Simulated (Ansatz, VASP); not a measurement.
# One calculation of TiAl3, two programs

The input INCAR:

```
SYSTEM = TiAl3
ALGO = Fast
EDIFF = 1E-6
ENCUT = 520
GGA = PE
ISIF = 2
ISMEAR = 0
LASPH = .True.
LCHARG = .False.
LREAL = .False.
LWAVE = .False.
NBANDS = 18
NELM = 80
PREC = Accurate
SIGMA = 0.15
```

The input KPOINTS:

```
k-points
0
Gamma
  14 14 14
  0 0 0
```

The input POSCAR:

```
TiAl3
1.0
   -1.9225789803      1.9225789803      4.3111351100
    1.9225789803     -1.9225789803      4.3111351100
    1.9225789803      1.9225789803     -4.3111351100
Ti Al
1 3
Direct
    0.0000000000     -0.0106627326     -0.0106627326
    0.5000000000      0.4894247433     -0.0105752567
    0.7500000000      0.2647458181      0.5147458181
    0.2500000000      0.7647458181      0.5147458181
```

Input for Ansatz:

```yaml
crystal:
  lattice:
    - [-1.9225789803, 1.9225789803, 4.31113511]
    - [1.9225789803, -1.9225789803, 4.31113511]
    - [1.9225789803, 1.9225789803, -4.31113511]
  atoms:
    - { symbol: Ti, position: [0.0, -0.0106627326, -0.0106627326] }
    - { symbol: Al, position: [0.5, 0.4894247433, -0.0105752567] }
    - { symbol: Al, position: [0.75, 0.2647458181, 0.5147458181] }
    - { symbol: Al, position: [0.25, 0.7647458181, 0.5147458181] }
basis:
  ecutwfc: 520.0
kpoints:
  mp_grid: { grid: [14, 14, 14] }
hamiltonian:
  xc: pbe
  pseudopotentials: { kind: paw, azcp: { folder: soft_1 } }
scf:
  occupations: { method: gaussian, width: 0.15 }
output:
  forces: true
  stress: true
  eigenvalues: true
```

Change from the starting cell: mode 4 frozen in at +0.000 Å and mode 5 at -0.057 Å (largest displacements).

Alike in both runs: task single point; functional PBE; k mesh 14 × 14 × 14; occupations gaussian, width 0.15 eV; no spin polarisation.

```csv
,VASP,Ansatz
version,VASP 6.6.1,Ansatz 0.2.0
potentials or method,"VASP PAW PBE potentials, release 64 (Ti_sv, Al), cutoff 520 eV","scalar-relativistic, plane waves, PAW"
valence electrons in the cell,21,21
```

```tsv
	VASP	Ansatz	Ansatz less VASP
gap on the k mesh at the Fermi level (eV)	none	none	-
pressure (GPa)	0.1	0.2	+0.12
traceless stress, the component that is largest in VASP (GPa)	-0.17	-0.17	+0.002
rms of the force components (eV/Å)	0.161	0.160	-0.0002
```

Atom by atom the forces differ by 0.000 eV/Å (rms over components). A gap of «none» marks a metal or a gap that the smearing closes. The functional is the same, so the differences come from potentials, cutoffs and numerics.
